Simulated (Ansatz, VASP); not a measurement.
ZrPb2O4: VASP beside Ansatz

```
CELL_PARAMETERS angstrom
5.34552 0.00000 0.00000
0.00000 5.34552 0.00000
0.00000 0.00000 6.08105
ATOMIC_POSITIONS crystal
Zr 0.50000 0.50000 0.00000
Pb 0.00000 0.00000 0.74024
Pb 0.00000 0.00000 0.25976
O 0.87212 0.50000 0.00000
O 0.12788 0.50000 0.00000
O 0.50000 0.87212 0.00000
O 0.50000 0.12788 0.00000
```

Alike in both runs: functional PBE; k mesh 3 × 3 × 2; occupations gaussian, width 0.15 eV; no spin polarisation.

Ansatz relaxed the structure, and its values are those at the end. VASP's run is a single point on that final structure, the one shown.

|  | VASP | Ansatz |
| --- | --- | --- |
| version | VASP 6.6.1 | Ansatz 0.2.0 |
| potentials or method | VASP PAW PBE potentials, release 64 (Zr_sv, Pb_d, O), cutoff 520 eV | scalar-relativistic, plane waves, PAW |
| valence electrons in the cell | 64 | 64 |

|  | VASP | Ansatz | Ansatz less VASP |
| --- | --- | --- | --- |
| gap on the k mesh at the Fermi level (eV) | none | none | - |
| pressure (GPa) | 0.3 | 0.2 | -0.15 |
| rms of the force components (eV/Å) | 0.091 | 0.008 | -0.0836 |

A gap of «none» marks a metal or a gap that the smearing closes. With one functional, cell and mesh, what is left measures potentials, basis and numerics.

The k mesh is coarse, so the values compare programs but aren't converged. Spin-orbit coupling is off throughout.
